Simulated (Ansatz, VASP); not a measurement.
**One calculation of InP, two programs**

```
CELL_PARAMETERS angstrom
0.00000 3.37007 2.93050
3.37007 0.00000 2.93050
3.37007 3.37007 0.00000
ATOMIC_POSITIONS crystal
In 0.00000 0.00000 0.00000
P 0.75000 0.75000 0.75000
```

Change from the starting cell: strain +0.1500 x Voigt [1, 1, 0, 0, 0, 0], atoms carried along.

Alike in both runs: task single point; functional PBEsol; k mesh 8 × 8 × 8; occupations gaussian, width 0.05 eV; no spin polarisation.

|  | VASP | Ansatz |
| --- | --- | --- |
| version | VASP 6.6.1 | Ansatz 0.2.0 |
| potentials or method | VASP PAW PBE potentials, release 64 (In_d, P), cutoff 520 eV | scalar-relativistic, plane waves, PAW |
| valence electrons in the cell | 18 | 18 |

```tsv
	VASP	Ansatz	Ansatz less VASP
gap on the k mesh at the Fermi level (eV)	0.25	0.25	0.000
least direct gap on the mesh (eV)	0.42	0.42	+0.001
pressure (GPa)	-9.5	-9.5	+0.01
traceless stress, the component that is largest in VASP (GPa)	3.05	3.05	+0.004
```

VASP's potentials were made for PBE, not for PBEsol.
